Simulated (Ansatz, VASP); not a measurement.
# Cs: VASP beside Ansatz

```
CELL_PARAMETERS angstrom
-3.02250 3.07539 3.02250
3.02250 -3.07539 3.02250
3.02250 3.07539 -3.02250
ATOMIC_POSITIONS crystal
Cs 0.00000 0.00000 0.00000
```

Change from the starting cell: strain +0.0175 x Voigt [0, 1, 0, 0, 0, 0], atoms carried along.

Alike in both runs: task single point; functional PBE; k mesh 12 × 12 × 12; occupations gaussian, width 0.15 eV; no spin polarisation.

|  | VASP | Ansatz |
| --- | --- | --- |
| version | VASP 6.6.1 | Ansatz 0.2.0 |
| potentials or method | VASP PAW PBE potentials, release 64 (Cs_sv), cutoff 520 eV | scalar-relativistic, plane waves, PAW |
| valence electrons in the cell | 9 | 9 |

```tsv
	VASP	Ansatz	Ansatz less VASP
gap on the k mesh at the Fermi level (eV)	none	none	-
pressure (GPa)	0.1	0.1	+0.01
```

A gap of «none» marks a metal or a gap that the smearing closes.

Spin-orbit coupling is off throughout.
